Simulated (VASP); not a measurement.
# Ru (a cell with a defect) in VASP: further runs, part 2 of 2

VASP 6.6.1.

### 3 Single point, PBE

The input, INCAR:

```
ALGO = Normal
EDIFF = 1E-6
ENCUT = 400
GGA = PE
GGA_COMPAT = False
ISIF = 2
ISMEAR = -1
LASPH = True
LCHARG = False
LREAL = False
LWAVE = False
NBANDS = 118
NELM = 120
PREC = Accurate
SIGMA = 0.5
```

The input, KPOINTS:

```
k-points
0
Gamma
  4 4 2
```

The input, POSCAR:

```
Ru
1.0
    5.4830553700      0.0000000600      0.0000000000
   -2.7415277300      4.7484652100      0.0000000000
    0.0000000000      0.0000000000      8.7086425000
Ru
15
Direct
    0.1692271016      0.3296547243      0.1325293810
    0.2891496979      0.2067419554      0.4328782586
    0.3290100019      0.1693081753      0.8651945467
    0.1670853971      0.8411709496      0.1205735567
    0.3255819543      0.6874155830      0.3702272771
    0.1704649538      0.8076251631      0.6291434055
    0.3327937202      0.6557775707      0.8762636657
    0.6578842512      0.3319082884      0.1200304181
    0.8108411075      0.1734006495      0.3701410409
    0.6884830842      0.3279743854      0.6291270999
    0.8437987841      0.1667064861      0.8759451315
    0.6646432830      0.8348162585      0.1222978208
    0.8272918179      0.6705122202      0.3742583302
    0.6691067821      0.8313833597      0.6233041487
    0.8354128230      0.6637422431      0.8735198396
```

Potentials or basis: VASP PAW PBE potentials, release 64 (Ru_pv).

Started as:

```console
$ cat potpaw_PBE.64/Ru_pv/POTCAR > POTCAR
$ mpirun -np 1 vasp_std > vasp.out
```

OUTCAR:

```text
EDIFF = 1E-6
   ENCUT = 400
   GGA = PE
   ISIF = 2
   ISMEAR = -1
   LASPH = True
   LREAL = False
   NELM = 120
   PREC = Accurate

 ion  position               nearest neighbor table
   1  0.169  0.330  0.133-   4 2.67   8 2.68   5 2.68   9 2.68   7 2.72  11 2.72  12 2.74  12 2.74
                             3 2.78   8 2.81   4 2.81   2 2.86
   2  0.289  0.207  0.433-  10 2.59   6 2.59   9 2.59   5 2.60  13 2.81  13 2.82   1 2.86   5 3.00
                             9 3.01   4 3.24   8 3.25
   3  0.329  0.169  0.865-  11 2.65   7 2.66  10 2.67   6 2.68   8 2.71   4 2.72  15 2.74  15 2.75
                             1 2.78   7 2.83  11 2.83
   4  0.167  0.841  0.121-   5 2.63  15 2.67   1 2.67   8 2.69   7 2.70   3 2.72  13 2.74  12 2.74
                            12 2.75   8 2.79   1 2.81   2 3.24
   5  0.326  0.687  0.370-   2 2.60   6 2.61   4 2.63   9 2.66   1 2.68  13 2.69  12 2.70  14 2.75
                            13 2.80   9 2.82   2 3.00
   6  0.170  0.808  0.629-   2 2.59   5 2.61   7 2.62  10 2.64  15 2.66  14 2.67   3 2.68  13 2.76
                            14 2.82  10 2.85
   7  0.333  0.656  0.876-   6 2.62   3 2.66  12 2.66  11 2.68   4 2.70   1 2.72  14 2.72  15 2.73
                            15 2.75  11 2.80   3 2.83
   8  0.658  0.332  0.120-   9 2.63  15 2.66   1 2.68   4 2.69  11 2.70   3 2.71  13 2.74  12 2.74
                            12 2.74   4 2.79   1 2.81   2 3.25
   9  0.811  0.173  0.370-   2 2.59  10 2.61   8 2.63   5 2.66  13 2.68   1 2.68  12 2.69  14 2.74
                            13 2.80   5 2.82   2 3.01
  10  0.688  0.328  0.629-   2 2.59   9 2.61  11 2.62   6 2.64  15 2.66  14 2.67   3 2.67  13 2.76
                            14 2.82   6 2.85
  11  0.844  0.167  0.876-  10 2.62   3 2.65  12 2.66   7 2.68   8 2.70  14 2.72   1 2.72  15 2.74
                            15 2.75   7 2.80   3 2.83
  12  0.665  0.835  0.122-   7 2.66  11 2.66  13 2.69   9 2.69   5 2.70  15 2.71   4 2.74   8 2.74
                             1 2.74   8 2.74   1 2.74   4 2.75
  13  0.827  0.671  0.374-  14 2.65   9 2.68   5 2.69  12 2.69   4 2.74   8 2.74  10 2.76   6 2.76
                             5 2.80   9 2.80   2 2.81   2 2.82
  14  0.669  0.831  0.623-  13 2.65  10 2.67   6 2.67  15 2.69  11 2.72   7 2.72   9 2.74   5 2.75
                            10 2.82   6 2.82
  15  0.835  0.664  0.874-   6 2.66  10 2.66   8 2.66   4 2.67  14 2.69  12 2.71   7 2.73  11 2.74
[... 203 lines left out ...]

  energy without entropy =     -127.63207829  energy(sigma->0) =     -134.55561226

 E-fermi :  11.0998     XC(G=0): -13.3798

 val. band max:       11.0984731843   @ k =   0.5000   0.5000   0.5000
 cond. band min:      11.1028156612   @ k =   0.5000   0.0000   0.5000
 fundamental gap:      0.0043424768
 Fermi energy:        11.0998266014

 k-point     1 :       0.0000    0.0000    0.0000
  band No.  band energies     occupation
      1     -32.3473      2.00000
      2     -32.2767      2.00000
      3     -32.2620      2.00000
      4     -32.2599      2.00000
      5     -32.2173      2.00000
      6     -32.2052      2.00000
[... 2389 lines left out ...]
    116      11.9298      0.31953
    117      11.9887      0.28914
 [bands above 117 left out]

------------------------ aborting loop because EDIFF is reached ----------------------------------------

  FORCE on cell =-STRESS in cart. coord.  units (eV):
  Direction    XX          YY          ZZ          XY          YZ          ZX
  --------------------------------------------------------------------------------------
  -------------------------------------------------------------------------------------
  Total       -7.1080263     -8.3138787     -8.9121761     -1.0489851     -1.0098250      1.7541749
  in kB      -50.2265389    -58.7472999    -62.9749719     -7.4123093     -7.1355974     12.3953024
  external PRESSURE =     -57.3162702 kB  Pullay stress =       0.0000000 kB

 VOLUME and BASIS-vectors are now :
 -----------------------------------------------------------------------------
  energy-cutoff  :      400.00
  volume of cell :      226.74
      direct lattice vectors                 reciprocal lattice vectors
     5.483055370  0.000000060  0.000000000     0.182380065  0.105297182  0.000000000
    -2.741527730  4.748465210  0.000000000    -0.000000002  0.210594360  0.000000000
     0.000000000  0.000000000  8.708642500     0.000000000  0.000000000  0.114828459

 POSITION                                       TOTAL-FORCE (eV/Angst)
 -----------------------------------------------------------------------------------
      0.02412      1.56535      1.15415        -0.068887      0.044499     -0.034421
      1.01864      0.98171      3.76978         0.618937     -0.340594     -1.025837
      1.33982      0.80395      7.53467        -0.008879      0.008693      0.195133
     -1.38996      3.99427      1.05003        -0.031196      0.008007      0.099936
     -0.09938      3.26417      3.22418         0.038352     -0.111265      0.137876
     -1.27946      3.83498      5.47898        -0.172194      0.130506      0.039199
      0.02689      3.11394      7.63107        -0.042644      0.016085      0.017114
      2.69728      1.57605      1.04530        -0.024186      0.022406      0.109521
      3.97050      0.82339      3.22343         0.110244      0.019976      0.138566
      2.87584      1.55738      5.47884        -0.178621      0.080980      0.040354
      4.16956      0.79160      7.62829        -0.047269      0.029292      0.018936
      1.35560      3.96410      1.06505        -0.030198      0.011922      0.072344
      2.69786      3.18390      3.25928        -0.021856      0.006841      0.067226
      1.38949      3.94779      5.42813        -0.104632      0.055979      0.089901
      2.76095      3.15176      7.60717        -0.036969      0.016674      0.034151
 -----------------------------------------------------------------------------------
    total drift:                               -0.000122     -0.000097      0.000558

  FREE ENERGIE OF THE ION-ELECTRON SYSTEM (eV)
  ---------------------------------------------------
  free  energy   TOTEN  =      -141.4791462391 eV

  energy  without entropy=     -127.6320782888  energy(sigma->0) =     -134.55561226
```

OSZICAR:

```text
N       E                     dE             d eps       ncg     rms          rms(c)
DAV:   1     0.244701133991E+04    0.24470E+04   -0.11153E+05  4952   0.162E+03
DAV:   2    -0.171718623838E+02   -0.24642E+04   -0.24096E+04  4872   0.555E+02
DAV:   3    -0.140844073471E+03   -0.12367E+03   -0.11806E+03  6878   0.107E+02
[... 42 lines left out ...]
DAV:  46    -0.141479142096E+03   -0.14186E-05   -0.14201E-05  2648   0.143E-04    0.136E-02
DAV:  47    -0.141479143260E+03   -0.11647E-05   -0.11669E-05  2630   0.114E-04    0.138E-02
DAV:  48    -0.141479144290E+03   -0.10295E-05   -0.10299E-05  2630   0.115E-04    0.139E-02
DAV:  49    -0.141479145315E+03   -0.10248E-05   -0.10298E-05  2612   0.118E-04    0.141E-02
DAV:  50    -0.141479146239E+03   -0.92436E-06   -0.92192E-06  2612   0.135E-04
   1 F= -.14147915E+03 E0= -.13455561E+03  d E =-.138471E+02
```

stdout:

```text
POSCAR found type information on POSCAR Ru
 POSCAR found :  1 types and      15 ions
 scaLAPACK will be used
 LDA part: xc-table for (Slater+PW92), standard interpolation
 POSCAR, INCAR and KPOINTS ok, starting setup
 FFT: planning ... GRIDC
[... 16 lines left out ...]
|     the parameter NBANDS in file INCAR to ensure that the highest band      |
|     is unoccupied at all k-points. It is always recommended to include      |
|     a few unoccupied bands to accelerate the convergence of                 |
|     molecular-dynamics runs (even for insulators or semiconductors),        |
|     since the presence of unoccupied bands improves wavefunction            |
|     prediction and helps to suppress 'band-crossings'.                      |
|                                                                             |
 -----------------------------------------------------------------------------
```

Wall time 22 min (1 thread of AMD EPYC 7R43 (Zen 3), shared host); peak memory 0.4 GiB.

What came out:

* Free energy: -141.4791 eV
* Pressure: -5.7 GPa
* Largest force: 1.246 eV/Å
* Band gap on the k mesh: zero (bands 105 and 106 overlap by 1.11 eV)

Forces in eV/Å, atoms in the order of the input:
```
Ru  -0.069  0.044 -0.034
Ru   0.619 -0.341 -1.026
Ru  -0.009  0.009  0.195
Ru  -0.031  0.008  0.100
Ru   0.038 -0.111  0.138
Ru  -0.172  0.131  0.039
Ru  -0.043  0.016  0.017
Ru  -0.024  0.022  0.110
Ru   0.110  0.020  0.139
Ru  -0.179  0.081  0.040
Ru  -0.047  0.029  0.019
Ru  -0.030  0.012  0.072
Ru  -0.022  0.007  0.067
Ru  -0.105  0.056  0.090
Ru  -0.037  0.017  0.034
```

Levels at points of the mesh, in eV from the Fermi level:
| k point | band 104 | band 105 | band 106 | band 107 | band 108 | band 109 |
| --- | --- | --- | --- | --- | --- | --- |
| (0.00, 0.00, 0.00) | 0.39 | 0.43 | 0.60 | 0.67 | 0.92 | 0.94 |
| (0.50, 0.00, 0.00) | -0.42 | -0.39 | -0.28 | -0.15 | -0.08 | 0.05 |
| (0.00, 0.50, 0.00) | -0.42 | -0.39 | -0.27 | -0.16 | -0.08 | 0.04 |
| (0.50, 0.50, 0.00) | -0.57 | -0.38 | -0.38 | -0.27 | -0.16 | 0.08 |
| (0.00, 0.00, 0.50) | 0.69 | 0.73 | 0.78 | 0.85 | 0.92 | 0.95 |
| (0.50, 0.00, 0.50) | -0.39 | -0.26 | -0.20 | -0.15 | -0.08 | 0.00 |
| (0.00, 0.50, 0.50) | -0.39 | -0.26 | -0.20 | -0.14 | -0.09 | 0.01 |
| (0.50, 0.50, 0.50) | -0.60 | -0.38 | -0.35 | 0.00 | 0.06 | 0.08 |

Caveat: the k points lie up to 0.36 Å⁻¹ apart, too coarse for converged energies and pressures of a metal; so wide a smearing shifts energies and pressures.
